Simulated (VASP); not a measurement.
# HfO2 (Fm-3m) in VASP: further runs

Runs on HfO2. Level: PBEsol. Tasks: single point.

Everything below comes from runs of VASP 6.6.1. Logs are shortened: lines on timing, memory, paths and dates and some standing lists are left out, and cuts for length are marked.

### Step 1. The cell of the first run

The structure is cubic, space group Fm-3m (No. 225). The conventional cell has a = 4.833 Å, b = 4.833 Å, c = 4.833 Å, α = 90.00°, β = 90.00°, γ = 90.00°. Hf (site symmetry m-3m) has 8 O at 2.09 Å within 2.8 Å. Within 2.8 Å of O (site symmetry -43m) lie 4 Hf at 2.09 Å and 6 O at 2.42 Å.

### Step 2. Single point, PBEsol (volume 9.407 Å^3 an atom, c/a of the conventional cell 1.0000)

File INCAR:

```
PREC = Accurate ; ENCUT = 520
EDIFF = 1E-6 ; ISMEAR = 0
SIGMA = 0.05 ; LREAL = F
LASPH = T ; NELM = 60
ALGO = Normal ; ISIF = 2
LWAVE = F ; LCHARG = F
GGA = PS ; NBANDS = 18
```

File KPOINTS:

```
regular mesh
0
Gamma
  8 8 8
```

File POSCAR:

```
HfO2
1.0
    0.0000000000      2.4164666237      2.4164666237
    2.4164666237      0.0000000000      2.4164666237
    2.4164666237      2.4164666237      0.0000000000
Hf O
1 2
Direct
    0.0000000000      0.0000000000      0.0000000000
    0.2500000000      0.2500000000      0.2500000000
    0.7500000000      0.7500000000      0.7500000000
```

Potentials or basis: VASP PAW PBE potentials, release 64 (Hf_pv, O).

Launch:

```
$ cat potpaw_PBE.64/Hf_pv/POTCAR potpaw_PBE.64/O/POTCAR > POTCAR
$ mpirun -np 1 vasp_std > vasp.out
```

OUTCAR:

```text
PREC = Accurate
   ENCUT = 520
   EDIFF = 1E-6
   ISMEAR = 0
   LREAL = F
   LASPH = T
   NELM = 60
   ISIF = 2
   GGA = PS

 ion  position               nearest neighbor table
   1  0.000  0.000  0.000-   3 2.09   3 2.09   3 2.09   2 2.09   3 2.09   2 2.09   2 2.09   2 2.09

   2  0.250  0.250  0.250-   1 2.09   1 2.09   1 2.09   1 2.09
   3  0.750  0.750  0.750-   1 2.09   1 2.09   1 2.09   1 2.09

  LATTYP: Found a face centered cubic cell.
 ALAT       =     4.8329332474

  Lattice vectors:

 A1 = (   0.0000000000,   2.4164666237,   2.4164666237)
 A2 = (   2.4164666237,   0.0000000000,   2.4164666237)
 A3 = (   2.4164666237,   2.4164666237,   0.0000000000)

Analysis of symmetry for initial positions (statically):
=====================================================================
 Subroutine PRICEL returns:
 Original cell was already a primitive cell.

 Routine SETGRP: Setting up the symmetry group for a
 face centered cubic supercell.

 Subroutine GETGRP returns: Found 48 space group operations
 (whereof 48 operations were pure point group operations)
 out of a pool of 48 trial point group operations.

The static configuration has the point symmetry O_h .

Analysis of symmetry for dynamics (positions and initial velocities):
=====================================================================
 Subroutine PRICEL returns:
 Original cell was already a primitive cell.

 Routine SETGRP: Setting up the symmetry group for a
 face centered cubic supercell.

 Subroutine GETGRP returns: Found 48 space group operations
 (whereof 48 operations were pure point group operations)
 out of a pool of 48 trial point group operations.

The dynamic configuration has the point symmetry O_h .

 Subroutine INISYM returns: Found 48 space group operations
 (whereof 48 operations are pure point group operations),
 and found     1 'primitive' translations

----------------------------------------------------------------------------------------

                                     Primitive cell

  volume of cell :      28.2210

  direct lattice vectors                    reciprocal lattice vectors
     0.000000000  2.416466624  2.416466624    -0.206913679  0.206913679  0.206913679
     2.416466624  0.000000000  2.416466624     0.206913679 -0.206913679  0.206913679
[... 80 lines left out ...]
   ICHARG =      2    charge: 1-file 2-atom 10-const
   ISPIN  =      1    spin polarized calculation?
   LNONCOLLINEAR =      F non collinear calculations
   LSORBIT =      F    spin-orbit coupling
   LASPH  =      T    aspherical Exc in radial PAW
   ENCUT  =  520.0 eV  38.22 Ry    6.18 a.u.   6.35  6.35  6.35*2*pi/ulx,y,z
   NELM   =     60;   NELMIN=  2; NELMDL= -5     # of ELM steps
   EDIFF  = 0.1E-05   stopping-criterion for ELM
   LREAL  =      F    real-space projection
   EDIFFG = 0.1E-04   stopping-criterion for IOM
   NSW    =      0    number of steps for IOM
   IBRION =     -1    ionic relax: 0-MD 1-quasi-New 2-CG
   NFREE  =      0    steps in history (QN), initial steepest desc. (CG)
   ISIF   =      2    stress and relaxation
   ISYM   =      2    0-nonsym 1-usesym 2-fastsym
   POTIM  = 0.5000    time-step for ionic-motion
   TEBEG  =    0.0;   TEEND  =   0.0 temperature during run
   PSTRESS=    0.0 pullay stress
   NELECT =      22.0000    total number of electrons
   NUPDOWN=      -1.0000    fix difference up-down
   EMIN   =  10.00;   EMAX   =-10.00  energy-range for DOS
   EFERMI =   0.00;   METHOD = LEGACY
   ISMEAR =     0;   SIGMA  =   0.05  broadening in eV -4-tet -1-fermi 0-gaus
   EFERMI_NEDOS =   21; number of points for ismear=-14 and -15
   IALGO  =     38    algorithm
   IMIX   =      4    mixing-type and parameters
     AMIX     =   0.40;   BMIX     =  1.00
     AMIX_MAG =   1.60;   BMIX_MAG =  1.00
  volume/ion in A,a.u.               =       9.41        63.48
  Fermi-wavevector in a.u.,A,eV,Ry     =   1.506694  2.847238 30.886931  2.270125
  Thomas-Fermi vector in A             =   2.617377
   LORBIT       =      0    0 simple, 1 ext, 2 COOP (PROOUT), +10 PAW based schemes
   GGA     = PS    functional components
   LHFCALC =     F    Hartree Fock is set to
   AEXX    =    0.0000 exact exchange contribution
   IVDW    =     0    specifies the selected vdW correction
   LEPSILON=     F    determine dielectric tensor
   LRPA    =     F    only Hartree local field effects (RPA)
 non-spin polarized calculation
 Gauss-broadening in eV      SIGMA  =   0.05
  energy-cutoff  :      520.00
  volume of cell :       28.22
 maximum number of plane-waves:       775
 NGX is ok and might be reduce to    28
   NGX = 13   NGY = 13   NGZ = 13

 number of electron      21.9999998 magnetization

 Free energy of the ion-electron system (eV)
  ---------------------------------------------------
  ext. energy  EPLUGINS =         0.00000000
  ---------------------------------------------------
  free energy    TOTEN  =       -31.24991378 eV

  energy without entropy =      -31.24991378  energy(sigma->0) =      -31.24991378

 E-fermi :   5.6978     XC(G=0): -12.8910

 val. band max:        5.4395045851   @ k =   0.5000   0.5000   0.0000
 cond. band min:       9.4762229687   @ k =   0.5000   0.5000   0.0000
 fundamental gap:      4.0367183836
 Fermi energy:         5.6978379242

 k-point     1 :       0.0000    0.0000    0.0000
  band No.  band energies     occupation
      1     -23.5666      2.00000
      2     -23.5666      2.00000
      3     -23.5666      2.00000
      4     -14.2044      2.00000
      5     -10.3284      2.00000
      6      -0.9243      2.00000
[... 481 lines left out ...]
      5     -11.2324      2.00000
      6      -0.2066      2.00000
[... 10 lines left out ...]
     17      17.2429      0.00000
     18      19.7421      0.00000

 [... further k-points ...]
[... 5 lines left out ...]
  --------------------------------------------------------------------------------------
  -------------------------------------------------------------------------------------
  Total        6.9771826      6.9771826      6.9771826     -0.0000000      0.0000000      0.0000000
  in kB      396.1122514    396.1122514    396.1122514     -0.0000000      0.0000000      0.0000000
  external PRESSURE =     396.1122514 kB  Pullay stress =       0.0000000 kB

 VOLUME and BASIS-vectors are now :
 -----------------------------------------------------------------------------
  energy-cutoff  :      520.00
  volume of cell :       28.22
      direct lattice vectors                 reciprocal lattice vectors
     0.000000000  2.416466624  2.416466624    -0.206913679  0.206913679  0.206913679
     2.416466624  0.000000000  2.416466624     0.206913679 -0.206913679  0.206913679
     2.416466624  2.416466624  0.000000000     0.206913679  0.206913679 -0.206913679

 POSITION                                       TOTAL-FORCE (eV/Angst)
 -----------------------------------------------------------------------------------
      0.00000      0.00000      0.00000        -0.000000      0.000000     -0.000000
      1.20823      1.20823      1.20823         0.000000      0.000000      0.000000
      3.62470      3.62470      3.62470        -0.000000     -0.000000     -0.000000
 -----------------------------------------------------------------------------------
    total drift:                                0.000000      0.000000      0.000000

  FREE ENERGIE OF THE ION-ELECTRON SYSTEM (eV)
  ---------------------------------------------------
  free  energy   TOTEN  =       -31.2499137794 eV

  energy  without entropy=      -31.2499137794  energy(sigma->0) =      -31.24991378
```

OSZICAR:

```text
N       E                     dE             d eps       ncg     rms          rms(c)
DAV:   1     0.932951480200E+02    0.93295E+02   -0.12867E+04  1044   0.123E+03
DAV:   2    -0.322729715157E+02   -0.12557E+03   -0.12044E+03  1346   0.296E+02
DAV:   3    -0.363415112440E+02   -0.40685E+01   -0.40519E+01  1198   0.466E+01
DAV:   4    -0.363617333962E+02   -0.20222E-01   -0.20218E-01  1310   0.365E+00
DAV:   5    -0.363618477951E+02   -0.11440E-03   -0.11440E-03  1202   0.258E-01    0.670E+01
DAV:   6    -0.313456398922E+02    0.50162E+01   -0.16246E+01  1094   0.316E+01    0.529E+01
DAV:   7    -0.312757742933E+02    0.69866E-01   -0.70020E-01  1228   0.656E+00    0.304E+01
DAV:   8    -0.312579723590E+02    0.17802E-01   -0.10816E-01  1178   0.304E+00    0.607E+00
DAV:   9    -0.312503506587E+02    0.76217E-02   -0.37536E-02  1200   0.142E+00    0.233E+00
DAV:  10    -0.312498945305E+02    0.45613E-03   -0.30608E-03  1120   0.429E-01    0.142E-01
DAV:  11    -0.312499161837E+02   -0.21653E-04   -0.12228E-04  1164   0.975E-02    0.181E-01
DAV:  12    -0.312499134234E+02    0.27603E-05   -0.13633E-05  1128   0.276E-02    0.427E-03
DAV:  13    -0.312499137794E+02   -0.35601E-06   -0.77564E-07   880   0.739E-03
   1 F= -.31249914E+02 E0= -.31249914E+02  d E =-.421693E-15
```

Run time: 14 s. Hardware: 1 thread of Intel Xeon 6975P-C (Granite Rapids), shared host; peak memory 0.15 GiB.

What came out:

* Free energy: -31.2499 eV
* Pressure: 39.6 GPa
* Band gap on the k mesh: 4.04 eV, direct

Caveat: the PAW data sets were made with another functional, which shifts forces and pressure a little; spin-orbit coupling is left out, which moves the levels of the heavy elements. A k mesh can miss the band edges.

### Step 3. Single point, PBEsol (volume 9.921 Å^3 an atom, c/a of the conventional cell 1.0000)

File INCAR:

```
ALGO     = Normal         # electronic algorithm
EDIFF    = 1E-7           # SCF threshold, eV
ENCUT    = 520            # plane-wave cutoff, eV
GGA      = PS             # functional
ISIF     = 2              # what is computed and relaxed
ISMEAR   = 0              # smearing method
LASPH    = T              # aspherical terms in the spheres
LCHARG   = F              # write CHGCAR
LREAL    = F              # projectors in reciprocal space
LWAVE    = F              # write WAVECAR
NBANDS   = 18             # bands
NELM     = 60             # most SCF steps
PREC     = Accurate       # precision mode
SIGMA    = 0.05           # smearing width, eV
```

File KPOINTS:

```
k-points
0
Gamma
  8 8 8
```

File POSCAR:

```
HfO2
1.0
    0.0000000000      2.4597005386      2.4597005386
    2.4597005386      0.0000000000      2.4597005386
    2.4597005386      2.4597005386      0.0000000000
Hf O
1 2
Direct
    0.0000000000      0.0000000000      0.0000000000
    0.2500000000      0.2500000000      0.2500000000
    0.7500000000      0.7500000000      0.7500000000
```

Potentials or basis: VASP PAW PBE potentials, release 64 (Hf_pv, O).

Launch:

```
$ cat potpaw_PBE.64/Hf_pv/POTCAR potpaw_PBE.64/O/POTCAR > POTCAR
$ mpirun -np 1 vasp_std > vasp.out
```

It took 13 s on 1 thread of Intel Xeon 6975P-C (Granite Rapids), shared host; peak memory 0.16 GiB.

Results (log left out):

```yaml
Free_energy: -31.5297 eV
Pressure: 18.9 GPa
Band_gap_on_the_k_mesh: 3.90 eV, direct
```

Levels at points of the mesh, in eV from the valence-band top:
```csv
k point,band 9,band 10,band 11,band 12,band 13,band 14
"(0.00, 0.00, 0.00)",-0.66,-0.66,-0.66,3.97,3.97,6.37
"(0.50, 0.00, 0.00)",-2.98,-1.95,-1.95,4.84,4.84,7.84
"(0.50, 0.50, 0.00)",-1.71,-1.71,0.00,3.90,5.91,7.46
```

Caveat: the PAW data sets were made with another functional, which shifts forces and pressure a little; spin-orbit coupling is left out, which moves the levels of the heavy elements. A k mesh can miss the band edges.

(Continued in part 2 of 2.)
